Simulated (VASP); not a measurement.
The system is Lu.

```
Lu
1.0
     3.50310    0.00000    0.00000
    -1.75155    3.03377    0.00000
     0.00000    0.00000    5.55090
Lu
2
Direct
  0.66872 0.33408 0.75221
  0.33215 0.65927 0.24887
```

This cell differs from its parent crystal: atoms moved at random.

Base run:

```yaml
Program: VASP 6.6.1
Functional: PBEsol
Potentials_or_basis: VASP PAW PBE potentials, release 64 (Lu)
Cutoff: 520 eV
k_mesh: 9 × 9 × 5
Occupations: fermi-dirac, width 0.05 eV
Spin: no spin polarisation
```

Its results: band gap on the k mesh zero (band 25 reaches 2.86 eV, above the bottom of band 26 at 1.44 eV); pressure -2.9 GPa; largest force 0.077 eV/Å.

Problem. The run is repeated on the same cell with these changes: functional from PBEsol to PBE. What comes out?

Solution. Band gap on the k mesh zero (band 25 reaches 3.01 eV, above the bottom of band 26 at 1.58 eV); pressure -0.4 GPa; largest force 0.084 eV/Å.

PBE binds less tightly than PBEsol, so the same cell stands under more pressure.

Caveats: spin-orbit coupling is left out, which moves the levels of the heavy elements; the PAW data sets were made with another functional, which shifts forces and pressure a little (some runs).
